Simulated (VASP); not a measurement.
A run of VASP 6.6.1:

INCAR

```
PREC = Accurate ; ENCUT = 520
EDIFF = 1E-6 ; ISMEAR = 0
SIGMA = 0.1 ; LREAL = False
LASPH = True ; NELM = 150
ALGO = Normal ; ISIF = 2
LWAVE = False ; LCHARG = True
ISPIN = 2 ; MAGMOM = 0 0 0 0 0 0 0 0 2
LORBIT = 11 ; LDIPOL = True
IDIPOL = 3 ; DIPOL = 0.5 0.5 0.274
GGA = PE ; IVDW = 12
LELF = True ; LVHAR = True
LVACPOTAV = True ; NBANDS = 32
```

KPOINTS

```
regular mesh
0
Gamma
  6 6 1
```

Contents of POSCAR:

```
SiC8
1.0
    4.9313048819      0.0000000000      0.0000000000
   -2.4656524409      4.2706353015      0.0000000000
    0.0000000000      0.0000000000     15.5000331942
C Si
8 1
Direct
    0.3333333333      0.1666666667      0.2580661050
    0.3333333333      0.6666666667      0.2580661050
    0.8333333333      0.1666666667      0.2580661050
    0.8333333333      0.6666666667      0.2580661050
    0.1666666667      0.3333333333      0.2580639635
    0.1666666667      0.8333333333      0.2580639635
    0.6666666667      0.3333333333      0.2580639635
    0.6666666667      0.8333333333      0.2580639635
    0.3333333333      0.1666666667      0.4035381364
```

Potentials or basis: VASP PAW PBE potentials, release 64 (C, Si).

Command:

```bash
$ cat potpaw_PBE.64/C/POTCAR potpaw_PBE.64/Si/POTCAR > POTCAR
$ mpirun -np 1 vasp_std > vasp.out
```

Hardware: 1 thread of Intel Xeon 6975P-C, on a shared host.

Q: Estimate the wall time of this run.

A: Wall time 7 min on 1 thread of Intel Xeon 6975P-C, with other jobs on the host, peak memory 0.64 GiB. Counts: scf iterations 27, k points 7.
